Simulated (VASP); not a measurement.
Wanted: the native input for a VASP 6.6.1 run.

```
Task                   : single point
Functional             : PBE
Potentials or basis    : VASP PAW PBE potentials, release 64 (B, As)
Cutoff                 : 520 eV
k mesh                 : 6 × 6 × 6
Occupations            : gaussian, width 0.01 eV
Spin                   : no spin polarisation
Dipole correction      : no
Further INCAR settings : ALGO = Normal; EDIFF = 1e-06; NBANDS = 11
```

The structure of BAs lies in POSCAR:

```
BAs
1.0
    0.0000000000      2.4046024333      2.4046024333
    2.4046024333      0.0000000000      2.4046024333
    2.4046024333      2.4046024333      0.0000000000
B As
1 1
Direct
   -0.0000000001     -0.0000000001     -0.0000000001
    0.2500000001      0.2500000001      0.2500000001
```

These files were run (other wordings do the same):

INCAR

```
PREC = Accurate ; ENCUT = 520
EDIFF = 1E-6 ; ISMEAR = 0
SIGMA = 0.01 ; LREAL = False
LASPH = True ; NELM = 80
ALGO = Normal ; ISIF = 2
LWAVE = False ; LCHARG = False
GGA = PE ; NBANDS = 11
```

KPOINTS

```
regular mesh
0
Gamma
  6 6 6
```

Potentials or basis: VASP PAW PBE potentials, release 64 (B, As).

Command:

```bash
$ cat potpaw_PBE.64/B/POTCAR potpaw_PBE.64/As/POTCAR > POTCAR
$ mpirun -np 1 vasp_std > vasp.out
```

Results of the run:

The pressure is 0.6 GPa and the band gap on the k mesh is 1.29 eV, indirect (least direct gap 3.25 eV).

It took 3.7 s on 1 thread of Intel(R) Xeon(R) 6975P-C (Granite Rapids) (shared host), peak memory 0.15 GiB.
